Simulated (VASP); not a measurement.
Ti3H2, 5 atoms in the cell. Symmetry: P-3m1, No. 164, trigonal system. The conventional cell has a = 3.433 Å, b = 3.433 Å, c = 5.340 Å, α = 90.00°, β = 90.00°, γ = 120.00°. Within 3.1 Å of Ti (site symmetry -3m) lie 6 H at 2.37 Å and 6 Ti at 2.74 Å. Ti (site symmetry 3m) has 4 H at 2.07 to 2.14 Å and 6 Ti at 2.52 to 2.74 Å within 2.8 Å. H (site symmetry 3m) has 7 Ti at 2.07 to 2.37 Å within 2.7 Å. 

| Property | Result |
| --- | --- |
| Program | VASP 6.6.1 |
| Task | relaxation of cell and atoms |
| Functional | r2SCAN |
| Potentials or basis | VASP PAW PBE potentials, release 64 (Ti_sv, H) |
| Cutoff | 600 eV |
| k mesh | 6 × 6 × 4 |
| Occupations | gaussian, width 0.1 eV |
| Spin | no spin polarisation |
| Dipole correction | no |
| Further INCAR settings | ALGO = Normal; EDIFF = 1e-06; IBRION = 2; EDIFFG = -0.04; NSW = 90; ISIF = 3 |

Potentials or basis: VASP PAW PBE potentials, release 64 (Ti_sv, H).

Command:

```console
$ cat potpaw_PBE.64/Ti_sv/POTCAR potpaw_PBE.64/H/POTCAR > POTCAR
$ cp INCAR.step1 INCAR
$ mpirun -np 1 vasp_std > vasp.out
$ cp INCAR.step2 INCAR
$ mpirun -np 1 vasp_std > vasp.out
```

Hardware: 1 thread of AMD EPYC 9R45 96-Core Processor (Zen 5), with other jobs on the host.

Q: Estimate the wall time of this run.

A: Wall time 32 min on 1 thread of AMD EPYC 9R45 96-Core Processor (Zen 5) (shared host), peak memory 0.2 GiB. Counts: k points 24, ion steps 21.
